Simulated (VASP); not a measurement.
Crystal: LiMo.

```
CELL_PARAMETERS angstrom
3.33000 0.00000 0.00000
0.00000 3.33000 0.00000
0.00000 0.00000 3.33000
ATOMIC_POSITIONS crystal
Mo 0.00000 0.00000 0.00000
Li 0.50000 0.50000 0.50000
```

* Program: VASP 6.6.1
* Task: relaxation of cell and atoms
* Functional: r2SCAN
* Potentials or basis: VASP PAW PBE potentials, release 64 (Mo_sv, Li_sv)
* Cutoff: 600 eV
* k mesh: 13 × 13 × 13
* Occupations: fermi-dirac, width 0.05 eV
* Spin: no spin polarisation

At the start: pressure -19.7 GPa; volume 18.46 Å³/atom.

**Question.** How do energy, volume and symmetry change on relaxing?

**Answer.** Over 3 steps the energy falls by 427.6 meV/atom and the volume is 13.30 Å³/atom (-27.9 %); space group Pm-3m (No. 221, to 0.1 Å) before and after.

The path:
```csv
step,energy change (eV),largest force (eV/Å),pressure (GPa),volume (Å³)
1,0.0000,0.0000,-19.71,36.93
2,-0.8507,0.0000,2.74,26.07
3,-0.8553,0.0000,0.10,26.61
```

Final structure:
```
Mo Li
1.0
     2.98542    0.00000    0.00000
     0.00000    2.98542    0.00000
     0.00000    0.00000    2.98542
Mo Li
1 1
Cartesian
  0.0000 0.0000 0.0000
  1.4927 1.4927 1.4927
```

Caveat: the cutoff is under 1.25 times the usual one of these potentials, so pressure, stress and relaxed cells hold a basis-set (Pulay) error; the volume moved by over 15 % at a fixed basis, so the end points are rough; the PAW data sets were made with another functional, which shifts forces and pressure a little.
